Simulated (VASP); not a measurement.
# Sb: single point with LDA

Crystal: Sb.

```xyz
2
Lattice="2.1506 1.2416 3.7440 -2.1506 1.2416 3.7440 0.0000 -2.4833 3.7440" Properties=species:S:1:pos:R:3 pbc="T T T"
Sb    0.0000    0.0000    2.6242
Sb    0.0000    0.0000    8.6078
```

* Program: VASP 6.6.1
* Task: single point
* Functional: LDA
* Potentials or basis: VASP PAW LDA potentials, release 64 (Sb)
* Cutoff: 520 eV
* k mesh: 9 × 9 × 9
* Occupations: fermi-dirac, width 0.05 eV
* Spin: no spin polarisation

* Pressure: -0.5 GPa
* Largest force: 0.121 eV/Å
* Band gap on the k mesh: 0.09 eV, indirect (least direct gap 0.49 eV)

Forces on the atoms (eV/Å):
```
Sb   0.000  0.000  0.121
Sb   0.000  0.000 -0.121
```

Stress tensor (GPa, compression positive):
```
-0.37  0.00  0.00
 0.00 -0.37  0.00
 0.00  0.00 -0.86
```

Levels at points of the mesh, in eV from the valence-band top:
```csv
k point,band 3,band 4,band 5,band 6,band 7,band 8
"(0.00, 0.00, 0.00)",-1.97,-1.72,-1.72,2.15,2.77,2.77
```

It took 16 s on 1 thread of Intel(R) Xeon(R) 6975P-C (Granite Rapids) (shared host), peak memory 0.19 GiB.

Caveat: spin-orbit coupling is left out, which moves the levels of the heavy elements. A k mesh can miss the band edges.
